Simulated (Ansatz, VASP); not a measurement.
**Two plane-wave programs on CdS**

The input INCAR:

```
SYSTEM = CdS
PREC = Accurate
ENCUT = 520
EDIFF = 1E-6
ISMEAR = -1
SIGMA = 0.02
LREAL = .False.
LASPH = .True.
NELM = 100
ALGO = Normal
ISIF = 2
LWAVE = .False.
LCHARG = .False.
GGA = PE
NBANDS = 16
```

KPOINTS

```
Automatic mesh
0
Gamma
  8 8 8
  0 0 0
```

The input POSCAR:

```
CdS
1.0
    0.0000000000      2.8510383914      3.0637896351
    2.8510383914      0.0000000000      3.0637896351
    2.8510383914      2.8510383914      0.0000000000
Cd S
1 1
Direct
    0.0000000000      0.0000000000      0.0000000000
    0.2500000000      0.2500000000      0.2500000000
```

Input for Ansatz:

```yaml
crystal:
  lattice:
    - [0.0, 2.8510383914, 3.0637896351]
    - [2.8510383914, 0.0, 3.0637896351]
    - [2.8510383914, 2.8510383914, 0.0]
  atoms:
    - { symbol: Cd, position: [0.0, 0.0, 0.0] }
    - { symbol: S, position: [0.25, 0.25, 0.25] }
kpoints:
  mp_grid: { grid: [8, 8, 8] }
  band_path:
    path:
      - [0.0, 0.0, 0.0]
      - [-0.5, -0.5, 0.0]
      - [-0.375, -0.375, 0.25]
      - [-0.375, 0.0, 0.375]
      - [0.0, 0.0, 0.5]
      - [-0.5, -0.25, 0.25]
    npoints: 1
hamiltonian:
  xc: pbe
scf:
  occupations: { method: fermi_dirac, width: 0.02 }
  n_extra_bands: 4
output:
  forces: true
  stress: true
  eigenvalues: true
```

Change from the starting cell: epitaxial_xy strain -3.0%.

Alike in both runs: task single point; functional PBE; k mesh 8 × 8 × 8; occupations fermi-dirac, width 0.02 eV; no spin polarisation.

```csv
,VASP,Ansatz
version,VASP 6.6.1,Ansatz 0.2.0
potentials or method,"VASP PAW PBE potentials, release 64 (Cd, S)","plane waves, PAW"
plane-wave cutoff (eV),520,420
valence electrons in the cell,18,26
```

```tsv
	VASP	Ansatz	Ansatz less VASP
gap on the k mesh at the Fermi level (eV)	1.05	1.05	-0.005
pressure (GPa)	2.8	2.4	-0.35
traceless stress, the component that is largest in VASP (GPa)	-0.96	-0.98	-0.023
```

VASP's potentials hold 18 valence electrons a cell and Ansatz's 26, so a difference there can come from the potentials and not from the codes.
